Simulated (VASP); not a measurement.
A run of VASP 6.6.1 is set up as follows.

INCAR

```
SYSTEM = AgBr
PREC     = Accurate       ! precision mode
ENCUT    = 500            ! plane-wave cutoff, eV
EDIFF    = 1E-7           ! SCF threshold, eV
ISMEAR   = -1             ! smearing method
SIGMA    = 0.05           ! smearing width, eV
LREAL    = .FALSE.        ! projectors in reciprocal space
LASPH    = .TRUE.         ! aspherical terms in the spheres
NELM     = 120            ! most SCF steps
ALGO     = Normal         ! electronic algorithm
ISIF     = 3              ! what is computed and relaxed
LWAVE    = .FALSE.        ! write WAVECAR
LCHARG   = .FALSE.        ! write CHGCAR
GGA      = B5             ! functional
ALDAX    = 1.0          
AGGAX    = 1.0          
AGGAC    = 1.0          
ALDAC    = 0.0          
IVDW     = 13             ! dispersion correction
VDW_S6   = 1.0          
VDW_S8   = 2.34076671   
VDW_A1   = 0.44488865   
VDW_A2   = 4.0933009    
IBRION   = 2              ! ionic algorithm
NSW      = 60             ! ionic steps
EDIFFG   = -0.01          ! ionic threshold
GGA_COMPAT= .FALSE.      
NELMIN   = 4
```

File KPOINTS:

```
Automatic mesh
0
G
  8 8 8
  0 0 0
```

Contents of POSCAR:

```
AgBr
1.0
    0.0000000000      2.8701500000      2.8701500000
    2.8701500000      0.0000000000      2.8701500000
    2.8701500000      2.8701500000      0.0000000000
Ag Br
1 1
Direct
    0.0000000000      0.0000000000      0.0000000000
    0.5000000000      0.5000000000      0.5000000000
```

Potentials or basis: VASP PAW PBE potentials, release 64 (Ag, Br).

Command:

```console
$ cat potpaw_PBE.64/Ag/POTCAR potpaw_PBE.64/Br/POTCAR > POTCAR
$ mpirun -np 1 vasp_std > vasp.out
```

Question: Predict the dispersion energy per atom.

Answer: -0.697 eV.

Question: Predict the relaxed volume.

Answer: 24.30 Å³/atom.

Question: Predict the space group after relaxing (to 0.05 Å).

Answer: Fm-3m (No. 225).

Question: Estimate the band gap on the k mesh.

Answer: 0.75 eV, indirect (least direct gap 2.55 eV).

Final structure:
```
CELL_PARAMETERS angstrom
0.00000 2.89630 2.89630
2.89630 0.00000 2.89630
2.89630 2.89630 0.00000
ATOMIC_POSITIONS crystal
Ag 0.00000 0.00000 0.00000
Br 0.50000 0.50000 0.50000
```

Caveat: the PAW data sets were made with another functional, which shifts forces and pressure a little. A k mesh can miss the band edges.
